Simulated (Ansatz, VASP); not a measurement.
# AlN in VASP and in Ansatz

```
Al N
1.0
     3.08868    0.00000    0.00000
     0.00000    4.94329    0.00000
     0.00000    0.00000   19.56650
Al N
4 4
Direct
  0.00000 0.05901 0.40886
  0.50000 0.55901 0.45443
  0.50000 0.05901 0.54557
  0.00000 0.55901 0.59114
  0.00000 0.44099 0.40886
  0.50000 0.94099 0.45443
  0.50000 0.44099 0.54557
  0.00000 0.94099 0.59114
```

Alike in both runs: task single point; functional LDA; k mesh 10 × 6 × 1; occupations fermi-dirac, width 0.02 eV; no spin polarisation.

|  | VASP | Ansatz |
| --- | --- | --- |
| version | VASP 6.6.1 | Ansatz 0.2.0 |
| potentials or method | VASP PAW LDA potentials, release 64 (Al, N) | PAW with Ansatz's default frozen-core files, scalar-relativistic |
| plane-wave cutoff (eV) | 520 | 420 |
| valence electrons in the cell | 32 | 32 |

Ansatz gave:

```
gap on the k mesh at the Fermi level (eV) : 1.06
rms of the force components (eV/Å)        : 1.127
```

**Question.** Estimate VASP's values.

**Answer.** gap on the k mesh at the Fermi level (eV): 1.05; rms of the force components (eV/Å): 1.112.

LDA's correlation is that of Perdew and Zunger in VASP and of Perdew and Wang (1992) in Ansatz.
